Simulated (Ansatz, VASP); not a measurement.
## Na: VASP beside Ansatz

Contents of INCAR:

```
SYSTEM = Na
PREC = Accurate
ENCUT = 520
EDIFF = 1E-7
ISMEAR = 0
SIGMA = 0.15
LREAL = .FALSE.
LASPH = .TRUE.
NELM = 100
ALGO = Fast
ISIF = 2
LWAVE = .FALSE.
LCHARG = .TRUE.
GGA = PS
LELF = .TRUE.
LVHAR = .TRUE.
NBANDS = 14
```

Contents of KPOINTS:

```
Automatic mesh
0
G
  18 18 10
  0 0 0
```

The input POSCAR:

```
Na
1.0
    3.3879506904      0.0000000000      0.0000000000
    0.0000000000      3.3879506904      0.0000000000
    0.0000000000      0.0000000000      6.7759013807
Na
2
Direct
    0.0000000000      0.0000000000      0.0000000000
    0.0000000000      0.0000000000      0.5000000000
```

Input for Ansatz:

```yaml
crystal:
  lattice:
    - [3.3879506904, 0.0, 0.0]
    - [0.0, 3.3879506904, 0.0]
    - [0.0, 0.0, 6.7759013807]
  atoms:
    - { symbol: Na, position: [0.0, 0.0, 0.0] }
    - { symbol: Na, position: [0.0, 0.0, 0.5] }
basis:
  ecutwfc: 420
kpoints:
  mp_grid: { grid: [18, 18, 10] }
hamiltonian:
  xc: pbesol
scf:
  occupations: { method: gaussian, width: 0.15 }
output:
  forces: true
  stress: true
  eigenvalues: true
```

Alike in both runs: task single point; functional PBEsol; k mesh 18 × 18 × 10; occupations gaussian, width 0.15 eV; no spin polarisation.

|  | VASP | Ansatz |
| --- | --- | --- |
| version | VASP 6.6.1 | Ansatz 0.2.0 |
| potentials or method | VASP PAW PBE potentials, release 64 (Na_pv), cutoff 520 eV | scalar-relativistic, plane waves, PAW |
| valence electrons in the cell | 14 | 18 |

|  | VASP | Ansatz | Ansatz less VASP |
| --- | --- | --- | --- |
| gap on the k mesh at the Fermi level (eV) | none | none | - |
| pressure (GPa) | 0.0 | 0.0 | 0.00 |

VASP's potentials were made for PBE, not for PBEsol. A gap of «none» marks a metal or a gap that the smearing closes. With one functional, cell and mesh, what is left measures potentials, basis and numerics. VASP's potentials hold 14 valence electrons a cell and Ansatz's 18, so a difference there can come from the potentials and not from the codes.
